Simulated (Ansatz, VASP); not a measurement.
Two plane-wave programs on Ba2TeS

Contents of POSCAR:

```
Ba2TeS
1.0
    4.7926763280      0.0000000000      0.0000000000
    0.0000000000      4.7926763280      0.0000000000
    0.0000000000      0.0000000000      6.7839702381
S Ba Te
1 2 1
Direct
    0.0000000000      0.0000000000      0.0000000000
    0.0000000000      0.0000000000      0.5000000000
    0.5000000000      0.5000000000      0.0000000000
    0.5000000000      0.5000000000      0.5000000000
```

The input INCAR.step1:

```
PREC = Accurate
ENCUT = 520
ISMEAR = 0
SIGMA = 0.01
LREAL = F
LASPH = T
NELM = 80
NBANDS = 24
GGA = PE
ALGO = Normal
EDIFF = 1E-4
LWAVE = T
LCHARG = F
```

File INCAR.step2:

```
PREC = Accurate
ENCUT = 520
EDIFF = 1E-6
ISMEAR = 0
SIGMA = 0.01
LREAL = F
LASPH = T
NELM = 80
ALGO = Normal
ISIF = 2
LWAVE = F
LCHARG = F
METAGGA = R2SCAN
LMIXTAU = T
NBANDS = 24
ISTART = 1
```

The input KPOINTS:

```
Automatic mesh
0
Gamma
  6 6 4
```

Input for Ansatz:

```yaml
crystal:
  lattice:
    - [4.792676328, 0.0, 0.0]
    - [0.0, 4.792676328, 0.0]
    - [0.0, 0.0, 6.7839702381]
  atoms:
    - { symbol: S, position: [0.0, 0.0, 0.0] }
    - { symbol: Ba, position: [0.0, 0.0, 0.5] }
    - { symbol: Te, position: [0.5, 0.5, 0.5] }
    - { symbol: Ba, position: [0.5, 0.5, 0.0] }
kpoints:
  mp_grid: { grid: [6, 6, 4] }
  band_path:
    path:
      - [0.0, 0.0, 0.0]
      - [0.0, 0.5, 0.0]
      - [0.5, 0.5, 0.0]
      - [0.0, 0.0, 0.5]
      - [0.0, 0.5, 0.5]
      - [0.5, 0.5, 0.5]
    npoints: 1
hamiltonian:
  xc: r2scan
scf:
  occupations: { method: fixed }
  n_extra_bands: 5
output:
  forces: true
  stress: true
  eigenvalues: true
```

Alike in both runs: task single point; functional r2SCAN; k mesh 6 × 6 × 4; no spin polarisation.

|  | VASP | Ansatz |
| --- | --- | --- |
| version | VASP 6.6.1 | Ansatz 0.2.0 |
| potentials or method | VASP PAW PBE potentials, release 64 (S, Ba_sv, Te) | plane waves, PAW |
| plane-wave cutoff (eV) | 520 | 500 |
| occupations | gaussian, width 0.01 eV | fixed |
| valence electrons in the cell | 32 | 42 |

|  | VASP | Ansatz | Ansatz less VASP |
| --- | --- | --- | --- |
| gap on the k mesh at the Fermi level (eV) | 2.06 | 2.14 | +0.084 |
| pressure (GPa) | 0.4 | 0.0 | -0.40 |

VASP's potentials were made for PBE, not for r2SCAN. VASP's potentials hold 32 valence electrons a cell and Ansatz's 42, so a difference there can come from the potentials and not from the codes.

Neither program's run includes spin-orbit coupling.
